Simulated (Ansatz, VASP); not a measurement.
This is a calculation of La for VASP 6.6.1.

File INCAR:

```
SYSTEM = La
ALGO = Normal
EDIFF = 1E-6
ENCUT = 520
GGA = PS
ISIF = 2
ISMEAR = -1
LASPH = .True.
LCHARG = .False.
LREAL = .False.
LWAVE = .False.
NBANDS = 12
NELM = 80
PREC = Accurate
SIGMA = 0.05
```

KPOINTS

```
k-points
0
Gamma
  9 9 9
  0 0 0
```

Contents of POSCAR:

```
La
1.0
   -2.0951271325      2.0951271325      2.0951271325
    2.0951271325     -2.0951271325      2.0951271325
    2.0951271325      2.0951271325     -2.0951271325
La
1
Direct
    0.0000000000      0.0000000000      0.0000000000
```

Potentials or basis: VASP PAW PBE potentials, release 64 (La).

Launch:

```bash
$ cat potpaw_PBE.64/La/POTCAR > POTCAR
$ mpirun -np 1 vasp_std > vasp.out
```

Set up the same calculation for Ansatz 0.2.0. Potentials there: Ansatz PAW.

As run (the cutoff follows the program's own potentials):

Contents of input.yaml:

```yaml
crystal:
  lattice:
    - [-2.0951271325, 2.0951271325, 2.0951271325]
    - [2.0951271325, -2.0951271325, 2.0951271325]
    - [2.0951271325, 2.0951271325, -2.0951271325]
  atoms:
    - { symbol: La, position: [0.0, 0.0, 0.0] }
hamiltonian:
  xc: pbesol
  pseudopotentials: { kind: paw }
kpoints:
  mp_grid: { grid: [9, 9, 9] }
scf:
  occupations: { method: fermi_dirac, width: 0.05 }
output:
  forces: true
  stress: true
  eigenvalues: true
```

Potentials or basis: Ansatz PAW.

Command:

```bash
$ ansatz run input.yaml --threads 1 --pin off --max-ram 3584MiB --backend cpu --events-out ev --progress --plain --runs-dir out
```

Both were run:

|  | VASP | Ansatz | Ansatz less VASP |
| --- | --- | --- | --- |
| gap on the k mesh at the Fermi level (eV) | none | none | - |
| pressure (GPa) | -1.7 | -1.7 | -0.02 |

VASP's potentials were made for PBE, not for PBEsol. A gap of «none» marks a metal or a gap that the smearing closes.

Neither program's run includes spin-orbit coupling.
